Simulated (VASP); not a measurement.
The system is CsPbCl3.

```xyz
5
Lattice="5.6798 0.0000 0.0000 0.0000 5.6798 0.0000 0.0000 0.0000 5.6798" Properties=species:S:1:pos:R:3 pbc="T T T"
Cs    0.0000    0.0000    0.0000
Pb    2.8399    2.8399    2.8399
Cl    0.0000    2.8399    2.8399
Cl    2.8399    0.0000    2.8399
Cl    2.8399    2.8399    0.0000
```

| Quantity | Value |
| --- | --- |
| Program | VASP 6.6.1 |
| Task | relaxation of cell and atoms |
| Functional | PBE |
| Potentials or basis | VASP PAW PBE potentials, release 64 (Cs_sv, Pb_d, Cl) |
| Cutoff | 600 eV |
| k mesh | 6 × 6 × 6 |
| Occupations | gaussian, width 0.02 eV |
| Spin | no spin polarisation |

At the start: pressure 0.7 GPa; volume 36.65 Å³/atom.

Task: Where does the relaxation end?

Result: Over 3 steps the energy falls by 2.2 meV/atom and the volume is 37.69 Å³/atom (+2.8 %); space group Pm-3m (No. 221, to 0.1 Å) before and after.

The path:
```csv
step,energy change (eV),largest force (eV/Å),pressure (GPa),volume (Å³)
1,0.0000,0.0000,0.68,183.24
2,-0.0105,0.0000,0.14,187.37
3,-0.0110,0.0000,0.01,188.44
```

Final structure:
```xyz
5
Lattice="5.7331 0.0000 0.0000 0.0000 5.7331 0.0000 0.0000 0.0000 5.7331" Properties=species:S:1:pos:R:3 pbc="T T T"
Cs    0.0000    0.0000    0.0000
Pb    2.8666    2.8666    2.8666
Cl    0.0000    2.8666    2.8666
Cl    2.8666    0.0000    2.8666
Cl    2.8666    2.8666    0.0000
```
